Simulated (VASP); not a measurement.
# Ir (P6_3/mmc) in VASP: a series of runs

Runs on Ir. Level: PBE. Tasks: single point.

All numbers are computed with VASP 6.6.1; they aren't measurements. Logs are shortened: lines on timing, memory, paths and dates and some standing lists are left out, and cuts for length are marked.

### Step 1. The cell of the first run

Symmetry: P6_3/mmc, No. 194, hexagonal system. The conventional cell has a = 2.751 Å, b = 2.751 Å, c = 4.462 Å, α = 90.00°, β = 90.00°, γ = 120.00°. Within 3.6 Å of Ir (site symmetry -6m2) lie 12 Ir at 2.74 to 2.75 Å.

### Step 2. Single point, PBE

INCAR

```
ALGO = Normal
EDIFF = 1E-6
ENCUT = 520
GGA = PE
ISIF = 2
ISMEAR = 0
LASPH = True
LCHARG = False
LREAL = False
LWAVE = False
NBANDS = 16
NELM = 80
PREC = Accurate
SIGMA = 0.15
```

KPOINTS

```
k-points
0
Gamma
  18 18 12
```

POSCAR

```
Ir
1.0
    2.7513778946      0.0000000000      0.0000000000
   -1.3756889473      2.3827631521      0.0000000000
    0.0000000000      0.0000000000      4.4622900000
Ir
2
Direct
    0.6666666667      0.3333333333      0.7500000000
    0.3333333333      0.6666666667      0.2500000000
```

Potentials or basis: VASP PAW PBE potentials, release 64 (Ir).

Run with:

```bash
cat potpaw_PBE.64/Ir/POTCAR > POTCAR
mpirun -np 1 vasp_std > vasp.out
```

OUTCAR:

```text
EDIFF = 1E-6
   ENCUT = 520
   GGA = PE
   ISIF = 2
   ISMEAR = 0
   LASPH = True
   LREAL = False
   NELM = 80
   PREC = Accurate

 ion  position               nearest neighbor table
   1  0.667  0.333  0.750-   2 2.74   2 2.74   2 2.74   2 2.74   2 2.74   2 2.74
   2  0.333  0.667  0.250-   1 2.74   1 2.74   1 2.74   1 2.74   1 2.74   1 2.74

  LATTYP: Found a hexagonal cell.
 ALAT       =     2.7513778946
 C/A-ratio  =     1.6218382828

  Lattice vectors:

 A1 = (   2.7513778946,   0.0000000000,   0.0000000000)
 A2 = (  -1.3756889473,   2.3827631521,   0.0000000000)
 A3 = (   0.0000000000,   0.0000000000,   4.4622900000)

Analysis of symmetry for initial positions (statically):
=====================================================================
 Subroutine PRICEL returns:
 Original cell was already a primitive cell.

 Routine SETGRP: Setting up the symmetry group for a
 hexagonal supercell.

 Subroutine GETGRP returns: Found 24 space group operations
 (whereof 12 operations were pure point group operations)
 out of a pool of 24 trial point group operations.

The static configuration has the point symmetry D_3d.
 The point group associated with its full space group is D_6h.

Analysis of symmetry for dynamics (positions and initial velocities):
=====================================================================
 Subroutine PRICEL returns:
 Original cell was already a primitive cell.

 Routine SETGRP: Setting up the symmetry group for a
 hexagonal supercell.

 Subroutine GETGRP returns: Found 24 space group operations
 (whereof 12 operations were pure point group operations)
 out of a pool of 24 trial point group operations.

The dynamic configuration has the point symmetry D_3d.
 The point group associated with its full space group is D_6h.

 Subroutine INISYM returns: Found 24 space group operations
 (whereof 12 operations are pure point group operations),
 and found     1 'primitive' translations

----------------------------------------------------------------------------------------

                                     Primitive cell

  volume of cell :      29.2542

  direct lattice vectors                    reciprocal lattice vectors
     2.751377895  0.000000000  0.000000000     0.363454254  0.209840411  0.000000000
    -1.375688947  2.382763152  0.000000000     0.000000000  0.419680823  0.000000000
     0.000000000  0.000000000  4.462290000     0.000000000  0.000000000  0.224100182

  length of vectors
     2.751377895  2.751377895  4.462290000     0.419680823  0.419680823  0.224100182

  position of ions in fractional coordinates (direct lattice)
     0.666666667  0.333333333  0.750000000
     0.333333333  0.666666667  0.250000000

  ion indices of the primitive-cell ions
   primitive index   ion index
                 1           1
                 2           2

----------------------------------------------------------------------------------------

 KPOINTS: k-points

Automatic generation of k-mesh.
 Grid dimensions read from file:
 generate k-points for:   18   18   12

 Generating k-lattice:

  Cartesian coordinates                     Fractional coordinates (reciprocal lattice)
     0.020191903  0.011657801  0.000000000     0.055555556 -0.000000000  0.000000000
     0.000000000  0.023315601  0.000000000     0.000000000  0.055555556  0.000000000
     0.000000000  0.000000000  0.018675015     0.000000000  0.000000000  0.083333333

  Length of vectors
     0.023315601  0.023315601  0.018675015

  Shift w.r.t. Gamma in fractional coordinates (k-lattice)
     0.000000000  0.000000000  0.000000000

 Subroutine IBZKPT returns following result:
 ===========================================

 Found    259 irreducible k-points:

 Following reciprocal coordinates:
            Coordinates               Weight
  0.000000  0.000000  0.000000      1.000000
  0.055556  0.000000  0.000000      6.000000
  0.111111  0.000000  0.000000      6.000000
  0.166667  0.000000  0.000000      6.000000
  0.222222 -0.000000  0.000000      6.000000
  0.277778  0.000000  0.000000      6.000000
[... 16 lines left out ...]
  0.333333  0.111111  0.000000     12.000000
  0.388889  0.111111  0.000000     12.000000
 [... further k-points ...]
   k-points           NKPTS =    259   k-points in BZ     NKDIM =    259   number of bands    NBANDS=     16
   number of dos      NEDOS =    301   number of ions     NIONS =      2
   total plane-waves  NPLWV =  14400
   dimension x,y,z NGX =    20 NGY =   20 NGZ =   36
   dimension x,y,z NGXF=    40 NGYF=   40 NGZF=   72
   ions per type =               2
   NGX,Y,Z   is equivalent  to a cutoff of  12.08, 12.08, 13.41 a.u.
   NGXF,Y,Z  is equivalent  to a cutoff of  24.17, 24.17, 26.82 a.u.
 SYSTEM =  unknown system
   PREC   = accura    normal or accurate (medium, high low for compatibility)
   ISTART =      0    job   : 0-new  1-cont  2-samecut
   ICHARG =      2    charge: 1-file 2-atom 10-const
   ISPIN  =      1    spin polarized calculation?
   LNONCOLLINEAR =      F non collinear calculations
   LSORBIT =      F    spin-orbit coupling
   LASPH  =      T    aspherical Exc in radial PAW
   ENCUT  =  520.0 eV  38.22 Ry    6.18 a.u.   5.12  5.12  8.30*2*pi/ulx,y,z
   NELM   =     80;   NELMIN=  2; NELMDL= -5     # of ELM steps
   EDIFF  = 0.1E-05   stopping-criterion for ELM
   LREAL  =      F    real-space projection
   EDIFFG = 0.1E-04   stopping-criterion for IOM
   NSW    =      0    number of steps for IOM
   IBRION =     -1    ionic relax: 0-MD 1-quasi-New 2-CG
   NFREE  =      0    steps in history (QN), initial steepest desc. (CG)
   ISIF   =      2    stress and relaxation
   ISYM   =      2    0-nonsym 1-usesym 2-fastsym
   POTIM  = 0.5000    time-step for ionic-motion
   TEBEG  =    0.0;   TEEND  =   0.0 temperature during run
   PSTRESS=    0.0 pullay stress
   NELECT =      18.0000    total number of electrons
   NUPDOWN=      -1.0000    fix difference up-down
   EMIN   =  10.00;   EMAX   =-10.00  energy-range for DOS
   EFERMI =   0.00;   METHOD = LEGACY
   ISMEAR =     0;   SIGMA  =   0.15  broadening in eV -4-tet -1-fermi 0-gaus
   EFERMI_NEDOS =   21; number of points for ismear=-14 and -15
   IALGO  =     38    algorithm
   IMIX   =      4    mixing-type and parameters
     AMIX     =   0.40;   BMIX     =  1.00
     AMIX_MAG =   1.60;   BMIX_MAG =  1.00
  volume/ion in A,a.u.               =      14.63        98.71
  Fermi-wavevector in a.u.,A,eV,Ry     =   1.392417  2.631287 26.379323  1.938826
  Thomas-Fermi vector in A             =   2.516162
   LORBIT       =      0    0 simple, 1 ext, 2 COOP (PROOUT), +10 PAW based schemes
   GGA     = PE    functional components
   LHFCALC =     F    Hartree Fock is set to
   AEXX    =    0.0000 exact exchange contribution
   IVDW    =     0    specifies the selected vdW correction
   LEPSILON=     F    determine dielectric tensor
   LRPA    =     F    only Hartree local field effects (RPA)
 non-spin polarized calculation
 Gauss-broadening in eV      SIGMA  =   0.15
  energy-cutoff  :      520.00
  volume of cell :       29.25
 maximum number of plane-waves:       801
   NGX = 11   NGY = 11   NGZ = 17

 number of electron      18.0000000 magnetization

 Free energy of the ion-electron system (eV)
  ---------------------------------------------------
  ext. energy  EPLUGINS =         0.00000000
  ---------------------------------------------------
  free energy    TOTEN  =       -17.56573259 eV

  energy without entropy =      -17.53957115  energy(sigma->0) =      -17.55265187

 E-fermi :   9.9589     XC(G=0): -13.7896

 val. band max:        9.9584345957   @ k =   0.3889  -0.0000   0.0000
 cond. band min:       9.9612706546   @ k =   0.3333   0.1667   0.1667
 fundamental gap:      0.0028360589
 Fermi energy:         9.9588521020

 k-point     1 :       0.0000    0.0000    0.0000
  band No.  band energies     occupation
      1      -0.9272      2.00000
      2       2.1064      2.00000
      3       6.1900      2.00000
      4       6.2918      2.00000
      5       6.2918      2.00000
      6       6.9159      2.00000
[... 8 lines left out ...]
     15      26.3738      0.00000
     16      27.3708      0.00000

 k-point     2 :       0.0556    0.0000    0.0000
  band No.  band energies     occupation
      1      -0.8099      2.00000
      2       2.2112      2.00000
      3       5.9688      2.00000
      4       6.3892      2.00000
      5       6.4886      2.00000
      6       6.8519      2.00000
[... 8 lines left out ...]
     15      26.5288      0.00000
     16      27.5516      0.00000

 k-point     3 :       0.1111    0.0000    0.0000
  band No.  band energies     occupation
      1      -0.4670      2.00000
      2       2.5056      2.00000
      3       5.6590      2.00000
      4       6.6168      2.00000
      5       6.6773      2.00000
      6       6.8251      2.00000
[... 8 lines left out ...]
     15      26.9396      0.00000
     16      27.8591      0.00000

 k-point     4 :       0.1667    0.0000    0.0000
  band No.  band energies     occupation
      1       0.0726      2.00000
      2       2.9145      2.00000
      3       5.3554      2.00000
      4       6.1746      2.00000
      5       6.3963      2.00000
      6       7.1427      2.00000
[... 8 lines left out ...]
     15      27.1983      0.00000
     16      27.5169      0.00000
[... 324 lines left out ...]
 k-point    22 :       0.2778    0.1111    0.0000
  band No.  band energies     occupation
      1       2.4347      2.00000
      2       3.4890      2.00000
      3       4.0728      2.00000
      4       5.2089      2.00000
      5       6.0276      2.00000
      6       6.4828      2.00000
[... 8 lines left out ...]
     15      21.9217      0.00000
     16      24.9969      0.00000

 k-point    23 :       0.3333    0.1111    0.0000
  band No.  band energies     occupation
      1       2.8578      2.00000
      2       3.2768      2.00000
      3       3.6991      2.00000
      4       5.6318      2.00000
      5       5.9403      2.00000
      6       6.7218      2.00000
[... 8 lines left out ...]
     15      20.7083      0.00000
     16      24.4758      0.00000

 k-point    24 :       0.3889    0.1111    0.0000
  band No.  band energies     occupation
      1       3.0391      2.00000
      2       3.1363      2.00000
      3       3.4704      2.00000
      4       5.9114      2.00000
      5       6.0644      2.00000
      6       6.5370      2.00000
[... 8 lines left out ...]
     15      20.2722      0.00000
     16      22.9673      0.00000

 [... further k-points ...]
[... 5 lines left out ...]
  --------------------------------------------------------------------------------------
  -------------------------------------------------------------------------------------
  Total       -0.1706316     -0.1706316     -0.1914372      0.0000000     -0.0000000      0.0000000
  in kB       -9.3450391     -9.3450391    -10.4845062      0.0000000     -0.0000000      0.0000000
  external PRESSURE =      -9.7248615 kB  Pullay stress =       0.0000000 kB

 VOLUME and BASIS-vectors are now :
 -----------------------------------------------------------------------------
  energy-cutoff  :      520.00
  volume of cell :       29.25
      direct lattice vectors                 reciprocal lattice vectors
     2.751377895  0.000000000  0.000000000     0.363454254  0.209840411  0.000000000
    -1.375688947  2.382763152  0.000000000     0.000000000  0.419680823  0.000000000
     0.000000000  0.000000000  4.462290000     0.000000000  0.000000000  0.224100182

 POSITION                                       TOTAL-FORCE (eV/Angst)
 -----------------------------------------------------------------------------------
      1.37569      0.79425      3.34672        -0.000000      0.000000      0.000000
     -0.00000      1.58851      1.11557         0.000000     -0.000000      0.000000
 -----------------------------------------------------------------------------------
    total drift:                                0.000000     -0.000000     -0.000000

  FREE ENERGIE OF THE ION-ELECTRON SYSTEM (eV)
  ---------------------------------------------------
  free  energy   TOTEN  =       -17.5657325869 eV

  energy  without entropy=      -17.5395711528  energy(sigma->0) =      -17.55265187
```

Run time: 83 s. Hardware: 1 thread of Intel Xeon Platinum 8259CL at 2.50GHz (Skylake/Cascade Lake), shared host; peak memory 0.22 GiB.

Results:

```
Free energy            : -17.5657 eV
Pressure               : -1.0 GPa
Band gap on the k mesh : zero (band 9 reaches 10.86 eV, above the bottom of band 10 at 7.71 eV)
```

Levels at points of the mesh, in eV from the Fermi level:
```tsv
k point	band 5	band 6	band 7	band 8	band 9	band 10	band 11	band 12	band 13	band 14
(0.00, 0.00, 0.00)	-3.67	-3.04	-3.04	-2.28	-2.28	-0.74	0.25	0.25	6.77	14.29
(0.50, 0.00, 0.00)	-3.41	-3.31	-2.86	0.66	0.90	1.06	2.83	4.25	8.05	10.04
(0.00, 0.00, 0.50)	-3.78	-3.78	-3.78	-3.78	-0.46	-0.46	-0.46	-0.46	13.56	13.56
(0.50, 0.00, 0.50)	-2.04	-2.04	-0.92	-0.92	0.90	0.90	1.96	1.96	7.38	7.38
```

Caveat: spin-orbit coupling is left out, which moves the levels of the heavy elements.

[end of part 1 of 2]
